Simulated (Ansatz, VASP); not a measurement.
# C: VASP beside Ansatz

Contents of INCAR:

```
PREC = Accurate
ENCUT = 520
EDIFF = 1E-6
ISMEAR = 0
SIGMA = 0.15
LREAL = F
LASPH = T
NELM = 60
ALGO = Normal
ISIF = 2
LWAVE = F
LCHARG = T
GGA = PE
LELF = T
LVHAR = T
NBANDS = 16
```

File KPOINTS:

```
Automatic mesh
0
Gamma
  21 21 6
```

The input POSCAR:

```
C
1.0
    1.2058692743     -1.9798785833      0.0000000000
    1.2058692743      1.9798785833      0.0000000000
    0.0000000000      0.0000000000      8.0704518431
C
4
Direct
    0.0833329406      0.9166670594      0.7503043452
    0.5833329406      0.4166670594      0.2496956548
    0.9166670594      0.0833329406      0.2496956548
    0.4166670594      0.5833329406      0.7503043452
```

Input for Ansatz:

```yaml
crystal:
  lattice:
    - [1.2058692743, -1.9798785833, 0.0]
    - [1.2058692743, 1.9798785833, 0.0]
    - [0.0, 0.0, 8.0704518431]
  atoms:
    - { symbol: C, position: [0.0833329406, 0.9166670594, 0.7503043452] }
    - { symbol: C, position: [0.5833329406, 0.4166670594, 0.2496956548] }
    - { symbol: C, position: [0.9166670594, 0.0833329406, 0.2496956548] }
    - { symbol: C, position: [0.4166670594, 0.5833329406, 0.7503043452] }
basis:
  ecutwfc: 520.0
kpoints:
  mp_grid: { grid: [21, 21, 6] }
hamiltonian:
  xc: pbe
  pseudopotentials: { kind: paw, azcp: { folder: soft_1 } }
scf:
  occupations: { method: gaussian, width: 0.15 }
output:
  forces: true
  stress: true
  eigenvalues: true
  write_density: true
  write_potential: true
  elf: true
  volumetric_format: npy
```

Change from the starting cell: volume 9.634 Å^3 an atom, stretch along a over the lengths across it, relative to the relaxed cell 1.0549.

Alike in both runs: task single point; functional PBE; k mesh 21 × 21 × 6; occupations gaussian, width 0.15 eV; no spin polarisation.

```csv
,VASP,Ansatz
version,VASP 6.6.1,Ansatz 0.2.0
potentials or method,"VASP PAW PBE potentials, release 64 (C), cutoff 520 eV","scalar-relativistic, plane waves, PAW"
valence electrons in the cell,16,16
```

|  | VASP | Ansatz | Ansatz less VASP |
| --- | --- | --- | --- |
| gap on the k mesh at the Fermi level (eV) | 0.54 | 0.54 | -0.002 |
| least direct gap on the mesh (eV) | 0.54 | 0.54 | -0.002 |
| rms of the force components (eV/Å) | 0.858 | 0.854 | -0.0042 |

Atom by atom the forces differ by 0.004 eV/Å (rms over components). The functional is the same, so the differences come from potentials, cutoffs and numerics.
